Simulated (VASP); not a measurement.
Crystal: PbO.

```
CELL_PARAMETERS angstrom
4.26033 0.00000 0.00000
-2.13016 3.68955 0.00000
0.00000 0.00000 5.27676
ATOMIC_POSITIONS crystal
Pb 0.33333 0.66667 0.25000
Pb 0.66667 0.33333 0.75000
O 0.66667 0.33333 0.25000
O 0.33333 0.66667 0.75000
```

Base run:

- Program: VASP 6.6.1
- Functional: PBE
- Potentials or basis: VASP PAW PBE potentials, release 64 (Pb_d, O)
- Cutoff: 520 eV
- k mesh: 12 × 12 × 6
- Occupations: fermi-dirac, width 0.02 eV
- Spin: no spin polarisation

Its results: band gap on the k mesh 1.28 eV, direct; pressure 2.4 GPa.

Question: The run is repeated on the same cell with these changes: functional from PBE to r2SCAN; k mesh from 12 × 12 × 6 to 6 × 6 × 4. What comes out?

Answer: Band gap on the k mesh 1.57 eV, direct; pressure 0.2 GPa.

Several settings changed at once, so the effect can't be laid on one alone.

Caveats: spin-orbit coupling is left out, which moves the levels of the heavy elements; the PAW data sets were made with another functional, which shifts forces and pressure a little (some runs).

A k mesh can miss the band edges.
